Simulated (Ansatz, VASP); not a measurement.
## One calculation of MgO, two programs

Contents of INCAR:

```
SYSTEM = MgO
  ALGO = Normal
  EDIFF = 1E-6
  ENCUT = 520
  GGA = PS
  ISIF = 2
  ISMEAR = 0
  LASPH = .True.
  LCHARG = .True.
  LELF = .True.
  LREAL = .False.
  LVHAR = .True.
  LWAVE = .False.
  NBANDS = 26
  NELM = 100
  PREC = Accurate
  SIGMA = 0.05
```

File KPOINTS:

```
k-points
0
Gamma
  8 8 8
  0 0 0
```

Contents of POSCAR:

```
MgO
1.0
    3.4947663887      0.0000000000      0.0000000000
    1.7473831944     -3.0265564729     -4.1947132255
    1.7473831943      3.0265564729     -4.1947132255
Mg O
4 4
Direct
    0.8767497250      0.4598662001      0.7866343498
    0.3767497250      0.9598662001      0.2866343498
    0.1267497250      0.5366343498      0.2098662001
    0.6267497250      0.0366343498      0.7098662001
    0.6223418922      0.7177648155      0.0375514002
    0.1223418922      0.2177648155      0.5375514002
    0.3723418922      0.2875514002      0.9677648155
    0.8723418922      0.7875514002      0.4677648155
```

Input for Ansatz:

```yaml
crystal:
  lattice:
    - [3.4947663887, 0.0, 0.0]
    - [1.7473831944, -3.0265564729, -4.1947132255]
    - [1.7473831943, 3.0265564729, -4.1947132255]
  atoms:
    - { symbol: Mg, position: [0.876749725, 0.4598662001, 0.7866343498] }
    - { symbol: Mg, position: [0.376749725, 0.9598662001, 0.2866343498] }
    - { symbol: Mg, position: [0.126749725, 0.5366343498, 0.2098662001] }
    - { symbol: Mg, position: [0.626749725, 0.0366343498, 0.7098662001] }
    - { symbol: O, position: [0.6223418922, 0.7177648155, 0.0375514002] }
    - { symbol: O, position: [0.1223418922, 0.2177648155, 0.5375514002] }
    - { symbol: O, position: [0.3723418922, 0.2875514002, 0.9677648155] }
    - { symbol: O, position: [0.8723418922, 0.7875514002, 0.4677648155] }
basis:
  ecutwfc: 520.0
kpoints:
  mp_grid: { grid: [8, 8, 8] }
hamiltonian:
  xc: pbesol
  pseudopotentials: { kind: paw, azcp: { folder: soft_1 } }
scf:
  occupations: { method: gaussian, width: 0.05 }
output:
  forces: true
  stress: true
  eigenvalues: true
```

Change from the starting cell: mode 12 frozen in at -0.022 Å and mode 21 at -0.041 Å (largest displacements).

Alike in both runs: task single point; functional PBEsol; k mesh 8 × 8 × 8; occupations gaussian, width 0.05 eV; no spin polarisation.

|  | VASP | Ansatz |
| --- | --- | --- |
| version | VASP 6.6.1 | Ansatz 0.2.0 |
| potentials or method | VASP PAW PBE potentials, release 64 (Mg, O), cutoff 520 eV | scalar-relativistic, plane waves, PAW |
| valence electrons in the cell | 32 | 64 |

Ansatz gave:

| Quantity | Value |
| --- | --- |
| gap on the k mesh at the Fermi level (eV) | 3.27 |
| least direct gap on the mesh (eV) | 3.27 |
| pressure (GPa) | 0.5 |
| traceless stress, the component that is largest in VASP (GPa) | 3.85 |
| rms of the force components (eV/Å) | 0.357 |

Task: Which values does VASP return?

Result: gap on the k mesh at the Fermi level (eV): 3.26; least direct gap on the mesh (eV): 3.26; pressure (GPa): 0.1; traceless stress, the component that is largest in VASP (GPa): 3.94; rms of the force components (eV/Å): 0.361.

VASP's potentials were made for PBE, not for PBEsol, and Ansatz warns of the same on its side. Atom by atom the forces differ by 0.005 eV/Å (rms over components). VASP's potentials hold 32 valence electrons a cell and Ansatz's 64, so a difference there can come from the potentials and not from the codes.
